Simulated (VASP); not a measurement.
Cu:

```xyz
1
Lattice="0.0000 1.8050 1.8050 1.8050 0.0000 1.8050 1.8050 1.8050 0.0000" Properties=species:S:1:pos:R:3 pbc="T T T"
Cu    0.0000    0.0000    0.0000
```

```yaml
Program: VASP 6.6.1
Task: relaxation of cell and atoms
Functional: PBE
Potentials_or_basis: VASP PAW PBE potentials, release 64 (Cu)
Cutoff: 600 eV
k_mesh: 20 × 20 × 20
Occupations: gaussian, width 0.1 eV
Spin: no spin polarisation
```

At the start: pressure 3.0 GPa; volume 11.76 Å³/atom.

Problem. Where does the relaxation end?

Solution. Over 3 steps the energy falls by 2.2 meV/atom and the volume is 12.01 Å³/atom (+2.1 %); space group Fm-3m (No. 225, to 0.05 Å).

Step by step:
| step | energy change (eV) | largest force (eV/Å) | pressure (GPa) | volume (Å³) |
| --- | --- | --- | --- | --- |
| 1 | 0.0000 | 0.0000 | 3.00 | 11.76 |
| 2 | -0.0016 | 0.0000 | -1.46 | 12.14 |
| 3 | -0.0022 | 0.0000 | 0.01 | 12.01 |

Final structure:
```xyz
1
Lattice="0.0000 1.8174 1.8174 1.8174 0.0000 1.8174 1.8174 1.8174 0.0000" Properties=species:S:1:pos:R:3 pbc="T T T"
Cu    0.0000    0.0000    0.0000
```
